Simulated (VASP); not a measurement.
# K in VASP: further runs, part 2 of 2

VASP 6.6.1. Earlier steps stand in the parts before.

**3. Single point, PBEsol**

This run uses another cell than the first one, of 73.81 Å³/atom, 0.940 times its volume.

File INCAR:

```
ALGO = Normal ; EDIFF = 1E-6
ENCUT = 520 ; GGA = PS
ISIF = 2 ; ISMEAR = -1
LASPH = True ; LCHARG = True
LELF = True ; LREAL = False
LVHAR = True ; LWAVE = False
NBANDS = 10 ; NELM = 60
PREC = Accurate ; SIGMA = 0.05
```

File KPOINTS:

```
k-points
0
Gamma
  7 7 7
```

File POSCAR:

```
K
1.0
   -2.6424908504      2.6424908504      2.6424908504
    2.6424908504     -2.6424908504      2.6424908504
    2.6424908504      2.6424908504     -2.6424908504
K
1
Direct
    0.0000000000      0.0000000000      0.0000000000
```

Potentials or basis: VASP PAW PBE potentials, release 64 (K_sv).

Command:

```
cat potpaw_PBE.64/K_sv/POTCAR > POTCAR
mpirun -np 1 vasp_std > vasp.out
```

OUTCAR:

```text
EDIFF = 1E-6
   ENCUT = 520
   GGA = PS
   ISIF = 2
   ISMEAR = -1
   LASPH = True
   LREAL = False
   NELM = 60
   PREC = Accurate

 ion  position               nearest neighbor table
   1  0.000  0.000  0.000-

  LATTYP: Found a body centered cubic cell.
 ALAT       =     5.2849817008

  Lattice vectors:

 A1 = (  -2.6424908504,   2.6424908504,   2.6424908504)
 A2 = (   2.6424908504,  -2.6424908504,   2.6424908504)
 A3 = (   2.6424908504,   2.6424908504,  -2.6424908504)

Analysis of symmetry for initial positions (statically):
=====================================================================
 Subroutine PRICEL returns:
 Original cell was already a primitive cell.

 Routine SETGRP: Setting up the symmetry group for a
 body centered cubic supercell.

 Subroutine GETGRP returns: Found 48 space group operations
 (whereof 48 operations were pure point group operations)
 out of a pool of 48 trial point group operations.

The static configuration has the point symmetry O_h .

Analysis of symmetry for dynamics (positions and initial velocities):
=====================================================================
 Subroutine PRICEL returns:
 Original cell was already a primitive cell.

 Routine SETGRP: Setting up the symmetry group for a
 body centered cubic supercell.

 Subroutine GETGRP returns: Found 48 space group operations
 (whereof 48 operations were pure point group operations)
 out of a pool of 48 trial point group operations.

The dynamic configuration has the point symmetry O_h .

 Subroutine INISYM returns: Found 48 space group operations
 (whereof 48 operations are pure point group operations),
 and found     1 'primitive' translations

----------------------------------------------------------------------------------------

                                     Primitive cell

  volume of cell :      73.8075

  direct lattice vectors                    reciprocal lattice vectors
    -2.642490850  2.642490850  2.642490850     0.000000000  0.189215414  0.189215414
     2.642490850 -2.642490850  2.642490850     0.189215414  0.000000000  0.189215414
     2.642490850  2.642490850 -2.642490850     0.189215414  0.189215414  0.000000000

  length of vectors
     4.576928411  4.576928411  4.576928411     0.267591005  0.267591005  0.267591005

  position of ions in fractional coordinates (direct lattice)
     0.000000000  0.000000000  0.000000000

  ion indices of the primitive-cell ions
   primitive index   ion index
                 1           1

----------------------------------------------------------------------------------------

 KPOINTS: k-points

Automatic generation of k-mesh.
 Grid dimensions read from file:
 generate k-points for:    7    7    7

 Generating k-lattice:

  Cartesian coordinates                     Fractional coordinates (reciprocal lattice)
     0.000000000  0.027030773  0.027030773     0.142857143  0.000000000  0.000000000
     0.027030773  0.000000000  0.027030773     0.000000000  0.142857143  0.000000000
     0.027030773  0.027030773  0.000000000     0.000000000  0.000000000  0.142857143

  Length of vectors
     0.038227286  0.038227286  0.038227286

  Shift w.r.t. Gamma in fractional coordinates (k-lattice)
     0.000000000  0.000000000  0.000000000

 Subroutine IBZKPT returns following result:
 ===========================================

 Found     20 irreducible k-points:

 Following reciprocal coordinates:
            Coordinates               Weight
  0.000000  0.000000  0.000000      1.000000
  0.142857  0.000000  0.000000     12.000000
  0.285714  0.000000  0.000000     12.000000
  0.428571  0.000000  0.000000     12.000000
  0.142857  0.142857  0.000000     24.000000
  0.285714  0.142857  0.000000     48.000000
[... 12 lines left out ...]
 -0.428571 -0.428571  0.285714      8.000000
 -0.428571  0.428571  0.428571      6.000000
   k-points           NKPTS =     20   k-points in BZ     NKDIM =     20   number of bands    NBANDS=     10
   number of dos      NEDOS =    301   number of ions     NIONS =      1
   total plane-waves  NPLWV =  46656
   dimension x,y,z NGX =    36 NGY =   36 NGZ =   36
   dimension x,y,z NGXF=    72 NGYF=   72 NGZF=   72
   ions per type =               1
   NGX,Y,Z   is equivalent  to a cutoff of  13.08, 13.08, 13.08 a.u.
   NGXF,Y,Z  is equivalent  to a cutoff of  26.15, 26.15, 26.15 a.u.
 SYSTEM =  unknown system
   PREC   = accura    normal or accurate (medium, high low for compatibility)
   ISTART =      0    job   : 0-new  1-cont  2-samecut
   ICHARG =      2    charge: 1-file 2-atom 10-const
   ISPIN  =      1    spin polarized calculation?
   LNONCOLLINEAR =      F non collinear calculations
   LSORBIT =      F    spin-orbit coupling
   LASPH  =      T    aspherical Exc in radial PAW
   ENCUT  =  520.0 eV  38.22 Ry    6.18 a.u.   8.51  8.51  8.51*2*pi/ulx,y,z
   NELM   =     60;   NELMIN=  2; NELMDL= -5     # of ELM steps
   EDIFF  = 0.1E-05   stopping-criterion for ELM
   LREAL  =      F    real-space projection
[... 7 lines left out ...]
   TEBEG  =    0.0;   TEEND  =   0.0 temperature during run
   PSTRESS=    0.0 pullay stress
   NELECT =       9.0000    total number of electrons
   NUPDOWN=      -1.0000    fix difference up-down
   EMIN   =  10.00;   EMAX   =-10.00  energy-range for DOS
   EFERMI =   0.00;   METHOD = LEGACY
   ISMEAR =    -1;   SIGMA  =   0.05  broadening in eV -4-tet -1-fermi 0-gaus
   EFERMI_NEDOS =   21; number of points for ismear=-14 and -15
   IALGO  =     38    algorithm
   IMIX   =      4    mixing-type and parameters
     AMIX     =   0.40;   BMIX     =  1.00
     AMIX_MAG =   1.60;   BMIX_MAG =  1.00
  volume/ion in A,a.u.               =      73.81       498.08
  Fermi-wavevector in a.u.,A,eV,Ry     =   0.811812  1.534102  8.966768  0.659039
  Thomas-Fermi vector in A             =   1.921240
   LORBIT       =      0    0 simple, 1 ext, 2 COOP (PROOUT), +10 PAW based schemes
   GGA     = PS    functional components
   LHFCALC =     F    Hartree Fock is set to
   AEXX    =    0.0000 exact exchange contribution
   IVDW    =     0    specifies the selected vdW correction
   LEPSILON=     F    determine dielectric tensor
   LRPA    =     F    only Hartree local field effects (RPA)
 non-spin polarized calculation
  energy-cutoff  :      520.00
  volume of cell :       73.81
 maximum number of plane-waves:      2002
 NGX is ok and might be reduce to    36
   NGX = 17   NGY = 17   NGZ = 17

 number of electron       9.0000001 magnetization

 Free energy of the ion-electron system (eV)
  ---------------------------------------------------
  ext. energy  EPLUGINS =         0.00000000
  ---------------------------------------------------
  free energy    TOTEN  =        -1.13714073 eV

  energy without entropy =       -1.13016325  energy(sigma->0) =       -1.13365199

 E-fermi :  -0.1848     XC(G=0):  -5.6876

 val. band max:       -0.2516622843   @ k =  -0.2857   0.4286   0.1429
 cond. band min:      -0.0514409096   @ k =  -0.4286   0.4286   0.1429
 fundamental gap:      0.2002213746
 Fermi energy:        -0.1848068102

 k-point     1 :       0.0000    0.0000    0.0000
  band No.  band energies     occupation
      1     -32.1703      2.00000
      2     -15.6803      2.00000
      3     -15.6803      2.00000
      4     -15.6803      2.00000
      5      -2.3276      2.00000
      6       4.1182      0.00000
      7       4.1182      0.00000
      8       4.1182      0.00000
      9       5.0358      0.00000
     10       5.0358      0.00000

 k-point     2 :       0.1429    0.0000    0.0000
  band No.  band energies     occupation
      1     -32.1695      2.00000
      2     -15.6932      2.00000
      3     -15.6846      2.00000
      4     -15.6802      2.00000
      5      -2.0761      2.00000
      6       3.6635      0.00000
      7       3.8223      0.00000
      8       4.3185      0.00000
      9       4.7893      0.00000
     10       4.9834      0.00000
[... 222 lines left out ...]
 k-point    20 :      -0.4286    0.4286    0.4286
  band No.  band energies     occupation
      1     -32.1632      2.00000
      2     -15.7288      2.00000
      3     -15.7267      2.00000
      4     -15.7267      2.00000
      5       1.1885      0.00000
      6       1.6026      0.00000
      7       3.2613      0.00000
      8       3.2613      0.00000
      9       3.2828      0.00000
     10       5.8731      0.00000

------------------------ aborting loop because EDIFF is reached ----------------------------------------

  FORCE on cell =-STRESS in cart. coord.  units (eV):
  Direction    XX          YY          ZZ          XY          YZ          ZX
  --------------------------------------------------------------------------------------
  -------------------------------------------------------------------------------------
  Total       -0.0701268     -0.0701268     -0.0701268      0.0000000     -0.0000000      0.0000000
  in kB       -1.5222779     -1.5222779     -1.5222779      0.0000000     -0.0000000      0.0000000
  external PRESSURE =      -1.5222779 kB  Pullay stress =       0.0000000 kB

 VOLUME and BASIS-vectors are now :
 -----------------------------------------------------------------------------
  energy-cutoff  :      520.00
  volume of cell :       73.81
      direct lattice vectors                 reciprocal lattice vectors
    -2.642490850  2.642490850  2.642490850     0.000000000  0.189215414  0.189215414
     2.642490850 -2.642490850  2.642490850     0.189215414  0.000000000  0.189215414
     2.642490850  2.642490850 -2.642490850     0.189215414  0.189215414  0.000000000

 POSITION                                       TOTAL-FORCE (eV/Angst)
 -----------------------------------------------------------------------------------
      0.00000      0.00000      0.00000        -0.000000      0.000000      0.000000
 -----------------------------------------------------------------------------------
    total drift:                               -0.000000      0.000000      0.000000

  FREE ENERGIE OF THE ION-ELECTRON SYSTEM (eV)
  ---------------------------------------------------
  free  energy   TOTEN  =        -1.1371407328 eV

  energy  without entropy=       -1.1301632454  energy(sigma->0) =       -1.13365199
```

OSZICAR:

```text
N       E                     dE             d eps       ncg     rms          rms(c)
DAV:   1     0.477513925978E+02    0.47751E+02   -0.34587E+03   400   0.674E+02
DAV:   2     0.460376539280E+00   -0.47291E+02   -0.46552E+02   426   0.197E+02
DAV:   3    -0.109294071390E+01   -0.15533E+01   -0.15499E+01   626   0.279E+01
DAV:   4    -0.113860683538E+01   -0.45666E-01   -0.45632E-01   552   0.378E+00
DAV:   5    -0.113920190575E+01   -0.59507E-03   -0.59495E-03   618   0.327E-01    0.191E+00
DAV:   6    -0.113748728723E+01    0.17146E-02   -0.33281E-03   602   0.388E-01    0.123E+00
DAV:   7    -0.113711440723E+01    0.37288E-03   -0.58409E-03   596   0.478E-01    0.866E-02
DAV:   8    -0.113712545489E+01   -0.11048E-04   -0.36994E-04   562   0.213E-01    0.262E-02
DAV:   9    -0.113714170315E+01   -0.16248E-04   -0.21249E-05   494   0.388E-02    0.130E-02
DAV:  10    -0.113714073282E+01    0.97032E-06   -0.41401E-06   558   0.162E-02
   1 F= -.11371407E+01 E0= -.11336520E+01  d E =-.697749E-02
```

Run time: 5.5 s. Hardware: 1 thread of Intel Xeon 6975P-C (Granite Rapids), shared host; peak memory 0.19 GiB.

What came out:

```
Free energy : -1.1371 eV
Pressure    : -0.2 GPa
```

Levels at points of the mesh, in eV from the Fermi level:
| k point | band 3 | band 4 | band 5 | band 6 | band 7 | band 8 |
| --- | --- | --- | --- | --- | --- | --- |
| (0.00, 0.00, 0.00) | -15.50 | -15.50 | -2.14 | 4.30 | 4.30 | 4.30 |

Caveat: the PAW data sets were made with another functional, which shifts forces and pressure a little.

**4. Single point, PBEsol**

This run uses another cell than the first one, of 73.81 Å³/atom, 0.940 times its volume.

File INCAR:

```
SYSTEM = K
PREC = Accurate ; ENCUT = 520
EDIFF = 1E-6 ; ISMEAR = -1
SIGMA = 0.05 ; LREAL = .False.
LASPH = .True. ; NELM = 60
ALGO = Normal ; ISIF = 2
LWAVE = .False. ; LCHARG = .False.
GGA = PS ; NBANDS = 10
```

File KPOINTS:

```
Automatic mesh
0
Gamma
  7 7 7
  0 0 0
```

POSCAR is that of step 3.

Command:

```
cat potpaw_PBE.64/K_sv/POTCAR > POTCAR
mpirun -np 1 vasp_std > vasp.out
```

Run time: 5 s. Hardware: 1 thread of Intel Xeon 6975P-C (Granite Rapids), shared host; peak memory 0.19 GiB.

It converged, with:

| Property | Result |
| --- | --- |
| Free energy | -1.1371 eV |
| Pressure | -0.2 GPa |

Levels at points of the mesh, in eV from the Fermi level:
| k point | band 2 | band 3 | band 4 | band 5 | band 6 | band 7 | band 8 | band 9 |
| --- | --- | --- | --- | --- | --- | --- | --- | --- |
| (0.00, 0.00, 0.00) | -15.50 | -15.50 | -15.50 | -2.14 | 4.30 | 4.30 | 4.30 | 5.22 |

Caveat: the PAW data sets were made with another functional, which shifts forces and pressure a little.

**5. Single point, PBEsol**

This run uses another cell than the first one, of 76.95 Å³/atom, 0.980 times its volume.

File INCAR:

```
SYSTEM = K
  PREC = Accurate
  ENCUT = 520
  EDIFF = 1E-7
  ISMEAR = -1
  SIGMA = 0.05
  LREAL = .FALSE.
  LASPH = .TRUE.
  NELM = 60
  ALGO = Fast
  ISIF = 2
  LWAVE = .FALSE.
  LCHARG = .TRUE.
  GGA = PS
  LELF = .TRUE.
  LVHAR = .TRUE.
  NBANDS = 10
```

File KPOINTS:

```
regular mesh
0
G
  7 7 7
  0 0 0
```

File POSCAR:

```
K
1.0
   -2.6794535516      2.6794535516      2.6794535516
    2.6794535516     -2.6794535516      2.6794535516
    2.6794535516      2.6794535516     -2.6794535516
K
1
Direct
    0.0000000000      0.0000000000      0.0000000000
```

Command:

```
cat potpaw_PBE.64/K_sv/POTCAR > POTCAR
mpirun -np 1 vasp_std > vasp.out
```

It took 8.9 s on 1 thread of Intel Xeon 6975P-C (Granite Rapids), shared host; peak memory 0.19 GiB.

It converged, with:

- Free energy: -1.1332 eV
- Pressure: -0.3 GPa

Levels at points of the mesh, in eV from the Fermi level:
```
           k point  band 1  band 2  band 3  band 4  band 5  band 6  band 7  band 8  band 9  band 10
(0.00, 0.00, 0.00)  -32.02  -15.53  -15.53  -15.53   -2.09    4.26    4.26    4.26    5.15     5.15
```

Caveat: the PAW data sets were made with another functional, which shifts forces and pressure a little.

**6. Overview**

| level | cell | gap on the mesh (eV) | pressure (GPa) |
| --- | --- | --- | --- |
| PBE | a = 4.559, b = 4.752, c = 4.685 Å, angles 110.5, 107.9, 109.6°, 1 atom | none | -0.2 |
| PBEsol | a = 4.577 Å, angles 109.5°, 1 atom | none | -0.2 |
| PBEsol | a = 4.641 Å, angles 109.5°, 1 atom | none | -0.3 |

Alike in all rows: task single point; potentials or basis VASP PAW PBE potentials, release 64 (K_sv); no spin polarisation; k mesh 7 × 7 × 7; cutoff (eV) 520; smearing fermi-dirac 0.05 eV.

Caveats: the PAW data sets were made with another functional, which shifts forces and pressure a little (some runs).

Absolute energies hang on the potentials; compare differences alone.
